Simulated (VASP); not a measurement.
**SnO2: single point with r2SCAN**

The system is SnO2.

```
Sn O
1.0
     1.74646    1.00832    4.41655
    -1.74646    1.00832    4.41655
     0.00000   -2.01664    4.41655
Sn O
1 2
Direct
  0.50000 0.50000 0.50000
  0.23717 0.23717 0.23717
  0.76283 0.76283 0.76283
```

This cell differs from its parent crystal: strain +0.080 along x and y, -0.080 along z.

```yaml
Program: VASP 6.6.1
Task: single point
Functional: r2SCAN
Potentials_or_basis: VASP PAW PBE potentials, release 64 (Sn_d, O)
Cutoff: 520 eV
k_mesh: 12 × 12 × 12
Occupations: gaussian, width 0.05 eV
Spin: no spin polarisation
```

* Pressure: -21.3 GPa
* Largest force: 0.678 eV/Å
* Band gap on the k mesh: 0.75 eV (least direct gap 0.78 eV)

Forces on the atoms (eV/Å):
```
Sn   0.000  0.000  0.000
O    0.000  0.000 -0.678
O    0.000  0.000  0.678
```

Stress tensor (GPa, compression positive):
```
-27.88   0.00   0.00
  0.00 -27.88   0.00
  0.00   0.00  -8.08
```

Levels at points of the mesh, in eV from the valence-band top:
| k point | band 10 | band 11 | band 12 | band 13 | band 14 | band 15 | band 16 | band 17 |
| --- | --- | --- | --- | --- | --- | --- | --- | --- |
| (0.00, 0.00, 0.00) | -1.42 | -1.38 | -1.38 | -0.03 | 0.75 | 5.44 | 9.86 | 9.86 |
| (0.50, 0.00, 0.00) | -3.07 | -1.29 | -0.81 | -0.80 | 4.46 | 7.53 | 8.94 | 12.19 |
| (0.50, 0.50, 0.00) | -3.26 | -0.68 | -0.53 | -0.09 | 4.16 | 6.43 | 10.24 | 10.41 |
| (0.50, 0.50, 0.50) | -1.57 | -1.48 | -1.28 | -1.28 | 2.46 | 5.45 | 10.23 | 10.23 |

It took 23 min on 1 thread of Intel Xeon 8259CL, on a shared host, peak memory 0.33 GiB.

Caveat: the cell differs from its parent crystal (strain +0.080 along x and y, -0.080 along z); the stress differs along the axes, from -28 to -8 GPa; semilocal functionals underestimate gaps, and a narrow one can read as zero; the PAW data sets were made with another functional, which shifts forces and pressure a little; spin-orbit coupling is left out, which moves the levels of the heavy elements. A k mesh can miss the band edges.
